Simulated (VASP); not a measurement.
# Si4Ge (I4_1/a) in VASP: relaxation of cell and atoms with PBE

Aim: the relaxation of cell and atoms of Si4Ge with PBE.

All numbers are computed with VASP 6.6.1; they aren't measurements. Logs are shortened: lines on timing, memory, paths and dates and some standing lists are left out, and cuts for length are marked.

### Step 1. The cell of the first run

Symmetry: I4_1/a, No. 88, tetragonal system. The conventional cell has a = 8.728 Å, b = 8.728 Å, c = 5.520 Å, α = 90.00°, β = 90.00°, γ = 90.00°. Within 3.1 Å of Si (site symmetry 1) lie 3 Si at 2.37 Å and 1 Ge at 2.42 Å. Ge (site symmetry -4) has 4 Si at 2.42 Å within 3.2 Å.

### Step 2. Relaxation of cell and atoms, PBE

INCAR

```
SYSTEM = Si4Ge
PREC = Accurate
ENCUT = 600
EDIFF = 1E-6
ISMEAR = 0
SIGMA = 0.01
LREAL = .False.
LASPH = .True.
NELM = 80
ALGO = Normal
ISIF = 3
LWAVE = .False.
LCHARG = .False.
GGA = PE
IBRION = 2
NSW = 80
EDIFFG = -0.001
```

KPOINTS

```
Automatic mesh
0
Gamma
  6 6 6
  0 0 0
```

POSCAR

```
Si4Ge
1.0
   -4.3638782353      4.3638782353      2.7601142906
    4.3638782353     -4.3638782353      2.7601142906
    4.3638782353      4.3638782353     -2.7601142906
Si Ge
8 2
Direct
    0.3930972474      0.1965664301      0.6002657873
    0.5428314601      0.6430972474      0.6965308173
    0.3569027526      0.0534335699      0.8997342127
    0.9465664301      0.8463006428      0.3034691827
    0.2071685399      0.6069027526      0.8034691827
    0.1536993572      0.4571685399      0.1002657873
    0.8034335699      0.4036993572      0.1965308173
    0.5963006428      0.7928314601      0.3997342127
    0.0000000000      0.0000000000      0.0000000000
    0.7500000000      0.2500000000      0.5000000000
```

Potentials or basis: VASP PAW PBE potentials, release 64 (Si, Ge_d).

Command:

```bash
$ cat potpaw_PBE.64/Si/POTCAR potpaw_PBE.64/Ge_d/POTCAR > POTCAR
$ mpirun -np 1 vasp_std > vasp.out
```

OUTCAR:

```text
SYSTEM = Si4Ge
   PREC = Accurate
   ENCUT = 600
   EDIFF = 1E-6
   ISMEAR = 0
   LREAL = .False.
   LASPH = .True.
   NELM = 80
   ISIF = 3
   GGA = PE
   IBRION = 2
   NSW = 80
   EDIFFG = -0.001

 ion  position               nearest neighbor table
   1  0.393  0.197  0.600-   3 2.37   4 2.37   2 2.37  10 2.42
   2  0.543  0.643  0.697-   5 2.37   1 2.37   8 2.37   9 2.42
   3  0.357  0.053  0.900-   1 2.37   7 2.37   5 2.37   9 2.42
   4  0.947  0.846  0.303-   7 2.37   8 2.37   1 2.37   9 2.42
   5  0.207  0.607  0.803-   2 2.37   3 2.37   6 2.37  10 2.42
   6  0.154  0.457  0.100-   8 2.37   7 2.37   5 2.37   9 2.42
   7  0.803  0.404  0.197-   4 2.37   6 2.37   3 2.37  10 2.42
   8  0.596  0.793  0.400-   6 2.37   4 2.37   2 2.37  10 2.42
   9  0.000  0.000  0.000-   4 2.42   3 2.42   2 2.42   6 2.42
  10  0.750  0.250  0.500-   7 2.42   5 2.42   1 2.42   8 2.42

  LATTYP: Found a body centered tetragonal cell.
 ALAT       =     8.7277564706
 C/A-ratio  =     0.6324911333

  Lattice vectors:

 A1 = (  -4.3638782353,   4.3638782353,   2.7601142906)
 A2 = (   4.3638782353,  -4.3638782353,   2.7601142906)
 A3 = (   4.3638782353,   4.3638782353,  -2.7601142906)

Analysis of symmetry for initial positions (statically):
=====================================================================
 Subroutine PRICEL returns:
 Original cell was already a primitive cell.

 Routine SETGRP: Setting up the symmetry group for a
 body centered tetragonal supercell.

 Subroutine GETGRP returns: Found  8 space group operations
 (whereof  4 operations were pure point group operations)
 out of a pool of 16 trial point group operations.

The static configuration has the point symmetry S_4 .
 The point group associated with its full space group is C_4h.

Analysis of symmetry for dynamics (positions and initial velocities):
=====================================================================
 Subroutine PRICEL returns:
 Original cell was already a primitive cell.

 Routine SETGRP: Setting up the symmetry group for a
 body centered tetragonal supercell.

 Subroutine GETGRP returns: Found  8 space group operations
 (whereof  4 operations were pure point group operations)
 out of a pool of 16 trial point group operations.

The dynamic configuration has the point symmetry S_4 .
 The point group associated with its full space group is C_4h.

 Subroutine INISYM returns: Found  8 space group operations
 (whereof  4 operations are pure point group operations),
 and found     1 'primitive' translations

----------------------------------------------------------------------------------------

                                     Primitive cell

  volume of cell :     210.2482

  direct lattice vectors                    reciprocal lattice vectors
    -4.363878235  4.363878235  2.760114291     0.000000000  0.114576982  0.181151919
     4.363878235 -4.363878235  2.760114291     0.114576982  0.000000000  0.181151919
     4.363878235  4.363878235 -2.760114291     0.114576982  0.114576982  0.000000000

  length of vectors
     6.760554519  6.760554519  6.760554519     0.214345288  0.214345288  0.162036323

  position of ions in fractional coordinates (direct lattice)
     0.393097247  0.196566430  0.600265787
     0.542831460  0.643097247  0.696530817
     0.356902753  0.053433570  0.899734213
     0.946566430  0.846300643  0.303469183
     0.207168540  0.606902753  0.803469183
     0.153699357  0.457168540  0.100265787
     0.803433570  0.403699357  0.196530817
     0.596300643  0.792831460  0.399734213
     0.000000000  0.000000000  0.000000000
     0.750000000  0.250000000  0.500000000

  ion indices of the primitive-cell ions
   primitive index   ion index
                 1           1
                 2           2
                 3           3
                 4           4
                 5           5
                 6           6
                 7           7
                 8           8
                 9           9
                10          10

----------------------------------------------------------------------------------------

 KPOINTS: Automatic mesh

Automatic generation of k-mesh.
 Grid dimensions read from file:
 generate k-points for:    6    6    6

 Generating k-lattice:

  Cartesian coordinates                     Fractional coordinates (reciprocal lattice)
     0.000000000  0.019096164  0.030191986     0.166666667 -0.000000000  0.000000000
     0.019096164  0.000000000  0.030191986    -0.000000000  0.166666667  0.000000000
     0.019096164  0.019096164  0.000000000     0.000000000  0.000000000  0.166666667

  Length of vectors
     0.035724215  0.035724215  0.027006054

  Shift w.r.t. Gamma in fractional coordinates (k-lattice)
     0.000000000  0.000000000  0.000000000

 Subroutine IBZKPT returns following result:
 ===========================================

 Found     36 irreducible k-points:

 Following reciprocal coordinates:
            Coordinates               Weight
  0.000000  0.000000  0.000000      1.000000
  0.166667 -0.000000  0.000000      8.000000
  0.333333  0.000000  0.000000      8.000000
  0.500000  0.000000  0.000000      4.000000
  0.166667  0.166667  0.000000      8.000000
  0.333333  0.166667  0.000000      8.000000
[... 16 lines left out ...]
 -0.333333  0.333333 -0.166667      4.000000
 -0.166667  0.333333  0.166667      8.000000
 [... further k-points ...]
   k-points           NKPTS =     36   k-points in BZ     NKDIM =     36   number of bands    NBANDS=     36
   number of dos      NEDOS =    301   number of ions     NIONS =     10
   total plane-waves  NPLWV = 157464
   dimension x,y,z NGX =    54 NGY =   54 NGZ =   54
   dimension x,y,z NGXF=   108 NGYF=  108 NGZF=  108
   ions per type =               8   2
   NGX,Y,Z   is equivalent  to a cutoff of  13.28, 13.28, 13.28 a.u.
   NGXF,Y,Z  is equivalent  to a cutoff of  26.56, 26.56, 26.56 a.u.
 SYSTEM =  Si4Ge
   PREC   = accura    normal or accurate (medium, high low for compatibility)
   ISTART =      0    job   : 0-new  1-cont  2-samecut
   ICHARG =      2    charge: 1-file 2-atom 10-const
   ISPIN  =      1    spin polarized calculation?
   LNONCOLLINEAR =      F non collinear calculations
   LSORBIT =      F    spin-orbit coupling
   LASPH  =      T    aspherical Exc in radial PAW
   ENCUT  =  600.0 eV  44.10 Ry    6.64 a.u.  13.50 13.50 13.50*2*pi/ulx,y,z
   NELM   =     80;   NELMIN=  2; NELMDL= -5     # of ELM steps
   EDIFF  = 0.1E-05   stopping-criterion for ELM
   LREAL  =      F    real-space projection
   EDIFFG = -.1E-02   stopping-criterion for IOM
   NSW    =     80    number of steps for IOM
   IBRION =      2    ionic relax: 0-MD 1-quasi-New 2-CG
   NFREE  =      1    steps in history (QN), initial steepest desc. (CG)
   ISIF   =      3    stress and relaxation
   ISYM   =      2    0-nonsym 1-usesym 2-fastsym
   POTIM  = 0.5000    time-step for ionic-motion
   TEBEG  =    0.0;   TEEND  =   0.0 temperature during run
   PSTRESS=    0.0 pullay stress
   NELECT =      60.0000    total number of electrons
   NUPDOWN=      -1.0000    fix difference up-down
   EMIN   =  10.00;   EMAX   =-10.00  energy-range for DOS
   EFERMI =   0.00;   METHOD = LEGACY
   ISMEAR =     0;   SIGMA  =   0.01  broadening in eV -4-tet -1-fermi 0-gaus
   EFERMI_NEDOS =   21; number of points for ismear=-14 and -15
   IALGO  =     38    algorithm
   IMIX   =      4    mixing-type and parameters
     AMIX     =   0.40;   BMIX     =  1.00
     AMIX_MAG =   1.60;   BMIX_MAG =  1.00
  volume/ion in A,a.u.               =      21.02       141.88
  Fermi-wavevector in a.u.,A,eV,Ry     =   1.077824  2.036792 15.805948  1.161704
  Thomas-Fermi vector in A             =   2.213746
   LORBIT       =      0    0 simple, 1 ext, 2 COOP (PROOUT), +10 PAW based schemes
   GGA     = PE    functional components
   LHFCALC =     F    Hartree Fock is set to
   AEXX    =    0.0000 exact exchange contribution
   IVDW    =     0    specifies the selected vdW correction
   LEPSILON=     F    determine dielectric tensor
   LRPA    =     F    only Hartree local field effects (RPA)
 conjugate gradient relaxation of ions
 non-spin polarized calculation
 Gauss-broadening in eV      SIGMA  =   0.01
  energy-cutoff  :      600.00
  volume of cell :      210.25
 maximum number of plane-waves:      7059
 NGX is ok and might be reduce to    54
   NGX = 27   NGY = 27   NGZ = 27

--------------------------------------- Ionic step        1  -------------------------------------------

 number of electron      60.0000008 magnetization

 Free energy of the ion-electron system (eV)
  ---------------------------------------------------
  ext. energy  EPLUGINS =         0.00000000
  ---------------------------------------------------
  free energy    TOTEN  =       -52.34435009 eV

  energy without entropy =      -52.34435009  energy(sigma->0) =      -52.34435009

------------------------ aborting loop because EDIFF is reached ----------------------------------------

  FORCE on cell =-STRESS in cart. coord.  units (eV):
  Direction    XX          YY          ZZ          XY          YZ          ZX
  --------------------------------------------------------------------------------------
  -------------------------------------------------------------------------------------
  Total       -0.0905426     -0.0905426     -0.0871399      0.0000001     -0.0000000      0.0000000
  in kB       -0.6899716     -0.6899716     -0.6640415      0.0000005     -0.0000000      0.0000000
  external PRESSURE =      -0.6813282 kB  Pullay stress =       0.0000000 kB
[... 73 lines left out ...]
  energy  without entropy=      -52.3443886963  energy(sigma->0) =      -52.34438870

--------------------------------------- Ionic step        3  -------------------------------------------

 number of electron      60.0000008 magnetization

 Free energy of the ion-electron system (eV)
  ---------------------------------------------------
  ext. energy  EPLUGINS =         0.00000000
  ---------------------------------------------------
  free energy    TOTEN  =       -52.34439684 eV

  energy without entropy =      -52.34439684  energy(sigma->0) =      -52.34439684

 E-fermi :   5.5106     XC(G=0):  -9.4359

 val. band max:        5.4074016968   @ k =   0.0000   0.0000   0.0000
 cond. band min:       6.1294804056   @ k =   0.5000   0.5000   0.1667
 fundamental gap:      0.7220787088
 Fermi energy:         5.5106042586

 k-point     1 :       0.0000    0.0000    0.0000
  band No.  band energies     occupation
      1     -18.7907      2.00000
      2     -18.7907      2.00000
      3     -18.7907      2.00000
      4     -18.7907      2.00000
      5     -18.7903      2.00000
      6     -18.7901      2.00000
[... 925 lines left out ...]
     35       7.8380      0.00000
     36       8.0792      0.00000

 [... further k-points ...]

------------------------ aborting loop because EDIFF is reached ----------------------------------------

  FORCE on cell =-STRESS in cart. coord.  units (eV):
  Direction    XX          YY          ZZ          XY          YZ          ZX
  --------------------------------------------------------------------------------------
  -------------------------------------------------------------------------------------
  Total        0.0046767      0.0046767      0.0064916      0.0000001     -0.0000000      0.0000000
  in kB        0.0356712      0.0356712      0.0495138      0.0000005     -0.0000000      0.0000000
  external PRESSURE =       0.0402854 kB  Pullay stress =       0.0000000 kB
[... 25 lines left out ...]
  FREE ENERGIE OF THE ION-ELECTRON SYSTEM (eV)
  ---------------------------------------------------
  free  energy   TOTEN  =       -52.3443968441 eV

  energy  without entropy=      -52.3443968441  energy(sigma->0) =      -52.34439684

 reached required accuracy - stopping structural energy minimisation
```

Wall time 19 min (1 thread of Oxide Virtual Turin-like, shared host); peak memory 0.52 GiB.

What came out:

- Free energy: -52.3444 eV
- Relaxed volume: 21.01 Å³/atom
- Relaxed cell: a = 6.758 Å, b = 6.758 Å, c = 6.758 Å, α = 99.60°, β = 99.60°, γ = 131.81°
- Space group after relaxing (to 0.1 Å): I4_1/a (No. 88)
- Energy gained by relaxing: 0.0 meV/atom
- Ionic steps: 3
- Pressure after relaxing: 0.0 GPa
- Band gap on the k mesh: 0.72 eV (least direct gap 1.30 eV)

Final structure:
```
Si Ge
1.0
    -4.36253    4.36253    2.75930
     4.36253   -4.36253    2.75930
     4.36253    4.36253   -2.75930
Si Ge
8 2
Direct
  0.39309 0.19656 0.60027
  0.54283 0.64309 0.69653
  0.35691 0.05344 0.89973
  0.94656 0.84630 0.30347
  0.20717 0.60691 0.80347
  0.15370 0.45717 0.10027
  0.80344 0.40370 0.19653
  0.59630 0.79283 0.39973
  0.00000 0.00000 0.00000
  0.75000 0.25000 0.50000
```
